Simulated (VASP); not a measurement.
SiGe3: single point with PBEsol

Crystal: SiGe3.

```
CELL_PARAMETERS angstrom
1.98389 1.14540 6.46719
-1.98389 1.14540 6.46719
0.00000 -2.29080 6.46719
ATOMIC_POSITIONS crystal
Si 0.98372 0.98365 0.01503
Ge 0.50618 0.50092 0.49712
Ge 0.37616 0.37840 0.37151
Ge 0.87391 0.87695 0.87551
```

| Quantity | Value |
| --- | --- |
| Program | VASP 6.6.1 |
| Task | single point |
| Functional | PBEsol |
| Potentials or basis | VASP PAW PBE potentials, release 64 (Si, Ge_d) |
| Cutoff | 520 eV |
| k mesh | 4 × 4 × 4 |
| Occupations | fermi-dirac, width 0.052 eV |
| Spin | no spin polarisation |

| Quantity | Value |
| --- | --- |
| Pressure | 0.4 GPa |
| Largest force | 1.776 eV/Å |
| Band gap on the k mesh | zero (band 23 reaches 5.33 eV, above the bottom of band 24 at 5.21 eV) |

Forces in eV/Å, atoms in the order of the input:
```
Si  -0.044  0.645  1.654
Ge  -0.186 -0.208 -0.318
Ge   0.047 -0.636 -0.930
Ge   0.183  0.200 -0.406
```

Stress tensor (GPa, compression positive):
```
 0.34 -0.31  0.20
-0.31 -0.63 -0.42
 0.20 -0.42  1.62
```

Levels at points of the mesh, in eV from the Fermi level:
| k point | band 20 | band 21 | band 22 | band 23 | band 24 | band 25 | band 26 | band 27 |
| --- | --- | --- | --- | --- | --- | --- | --- | --- |
| (0.00, 0.00, 0.00) | -1.45 | -0.47 | -0.12 | 0.13 | 0.22 | 0.91 | 2.15 | 2.31 |
| (0.50, 0.00, 0.00) | -4.10 | -3.87 | -2.72 | -2.14 | 1.16 | 1.46 | 3.98 | 4.32 |
| (0.00, 0.50, 0.00) | -4.07 | -3.88 | -2.68 | -2.13 | 1.21 | 1.48 | 3.95 | 4.27 |
| (0.00, 0.00, 0.50) | -4.03 | -3.95 | -2.67 | -2.31 | 1.18 | 1.30 | 4.03 | 4.29 |
| (0.50, 0.50, 0.00) | -3.20 | -3.14 | -1.67 | -1.40 | 0.01 | 0.50 | 0.77 | 3.21 |
| (0.50, 0.00, 0.50) | -3.26 | -3.15 | -1.66 | -1.26 | 0.04 | 0.51 | 0.81 | 3.21 |
| (0.00, 0.50, 0.50) | -3.23 | -3.18 | -1.67 | -1.27 | 0.04 | 0.48 | 0.81 | 3.18 |
| (0.50, 0.50, 0.50) | -1.20 | -1.08 | -0.98 | -0.52 | 0.55 | 1.24 | 3.11 | 3.37 |

Run time: 2.9 min on 1 thread of Intel(R) Xeon(R) 6975P-C (Granite Rapids), on a shared host, peak memory 0.41 GiB.

Caveat: the k points lie up to 0.46 Å⁻¹ apart; the PAW data sets were made with another functional, which shifts forces and pressure a little.
